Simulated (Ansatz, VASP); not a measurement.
## Sn in VASP and in Ansatz

Contents of INCAR:

```
SYSTEM = Sn
ALGO     = Normal         ! electronic algorithm
EDIFF    = 1E-6           ! SCF threshold, eV
ENCUT    = 520            ! plane-wave cutoff, eV
GGA      = PE             ! functional
ISIF     = 2              ! what is computed and relaxed
ISMEAR   = -1             ! smearing method
LASPH    = .True.         ! aspherical terms in the spheres
LCHARG   = .True.         ! write CHGCAR
LELF     = .True.         ! ELF
LREAL    = .False.        ! projectors in reciprocal space
LVHAR    = .True.       
LWAVE    = .False.        ! write WAVECAR
NBANDS   = 28             ! bands
NELM     = 60             ! most SCF steps
PREC     = Accurate       ! precision mode
SIGMA    = 0.1            ! smearing width, eV
```

The input KPOINTS:

```
k-points
0
Gamma
  8 8 11
  0 0 0
```

POSCAR

```
Sn
1.0
    5.3364030760      0.0000000000      0.0000000000
   -2.6682015380      4.6214606287      0.0000000000
    0.0000000000      0.0000000000      3.2537752338
Sn
3
Direct
    0.0000000000      0.0000000000      0.0000000000
    0.3333333333      0.6666666667      0.5000000000
    0.6666666667      0.3333333333      0.5000000000
```

Input for Ansatz:

```yaml
crystal:
  lattice:
    - [5.336403076, 0.0, 0.0]
    - [-2.668201538, 4.6214606287, 0.0]
    - [0.0, 0.0, 3.2537752338]
  atoms:
    - { symbol: Sn, position: [0.0, 0.0, 0.0] }
    - { symbol: Sn, position: [0.3333333333, 0.6666666667, 0.5] }
    - { symbol: Sn, position: [0.6666666667, 0.3333333333, 0.5] }
hamiltonian:
  xc: pbe
  pseudopotentials:
    kind: paw
    azcp:
      Sn: "pseudopotentials/Sn.paw.azcp"
basis:
  ecutwfc: 420
  fft_grid_basis: typed
kpoints:
  mp_grid: { grid: [8, 8, 11], shift: [0, 0, 0] }
magnetization:
  spin_polarized: false
scf:
  occupations: { method: fermi_dirac, width: 0.1 }
  lower_state_search: "off"
output:
  stress: true
```

Alike in both runs: task single point; functional PBE; k mesh 8 × 8 × 11; occupations fermi-dirac, width 0.1 eV; no spin polarisation.

|  | VASP | Ansatz |
| --- | --- | --- |
| version | VASP 6.6.1 | Ansatz 0.2.0 |
| potentials or method | VASP PAW PBE potentials, release 64 (Sn_d), cutoff 520 eV | plane waves (420 eV) with PAW, scalar-relativistic |
| valence electrons in the cell | 42 | 42 |

```csv
,VASP,Ansatz,Ansatz less VASP
pressure (GPa),2.5,2.5,+0.04
"traceless stress, the component that is largest in VASP (GPa)",-2.00,-2.00,-0.001
```

With one functional, cell and mesh, what is left measures potentials, basis and numerics.
